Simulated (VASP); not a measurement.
Wanted: the native input for a VASP 6.6.1 run.

```
Task                   : single point
Functional             : r2SCAN
Potentials or basis    : VASP PAW PBE potentials, release 64 (Ir)
Cutoff                 : 520 eV
k mesh                 : 20 × 20 × 14
Occupations            : gaussian, width 0.1 eV
Spin                   : no spin polarisation
Dipole correction      : no
Further INCAR settings : ALGO = Normal; EDIFF = 1e-06; NBANDS = 16
```

Ir:

```xyz
2
Lattice="1.9029 1.9029 0.0000 -1.9029 1.9029 0.0000 0.0000 0.0000 3.8746" Properties=species:S:1:pos:R:3 pbc="T T T"
Ir    0.0000    0.0000    0.0000
Ir    0.0000    1.9029    1.9373
```

This cell differs from its parent crystal: biaxial strain in the a-b plane: -1.0 %, then relaxed in part.

The input as run:

POSCAR

```
Ir
1.0
    1.9028678910      1.9028678910      0.0000000000
   -1.9028678910      1.9028678910      0.0000000000
    0.0000000000      0.0000000000      3.8746456458
Ir
2
Direct
    0.0000000000      0.0000000000      0.0000000000
    0.5000000000      0.5000000000      0.5000000000
```

INCAR.step1

```
ALGO = Normal ; EDIFF = 1E-4
ENCUT = 520 ; GGA = PE
ISMEAR = 0 ; LASPH = T
LCHARG = F ; LREAL = F
LWAVE = T ; NBANDS = 16
NELM = 80 ; PREC = Accurate
SIGMA = 0.1
```

INCAR.step2

```
ALGO = Normal ; EDIFF = 1E-6
ENCUT = 520 ; ISIF = 2
ISMEAR = 0 ; ISTART = 1
LASPH = T ; LCHARG = F
LMIXTAU = T ; LREAL = F
LWAVE = F ; METAGGA = R2SCAN
NBANDS = 16 ; NELM = 80
PREC = Accurate ; SIGMA = 0.1
```

KPOINTS

```
k-points
0
Gamma
  20 20 14
```

Potentials or basis: VASP PAW PBE potentials, release 64 (Ir).

Launch:

```sh
$ cat potpaw_PBE.64/Ir/POTCAR > POTCAR
$ cp INCAR.step1 INCAR
$ mpirun -np 1 vasp_std > vasp.out
$ cp INCAR.step2 INCAR
$ mpirun -np 1 vasp_std > vasp.out
```

It gave:

The pressure is 7.5 GPa and the band gap on the k mesh is zero (bands 9 and 10 overlap by 3.61 eV).

Caveat: the cell differs from its parent crystal (biaxial strain in the a-b plane: -1.0 %, then relaxed in part); the cell stands under pressure; the PAW data sets were made with another functional, which shifts forces and pressure a little; spin-orbit coupling is left out, which moves the levels of the heavy elements.

Run time: 4.1 min on 1 thread of Intel(R) Xeon(R) 6975P-C (Granite Rapids), on a shared host, peak memory 0.31 GiB.
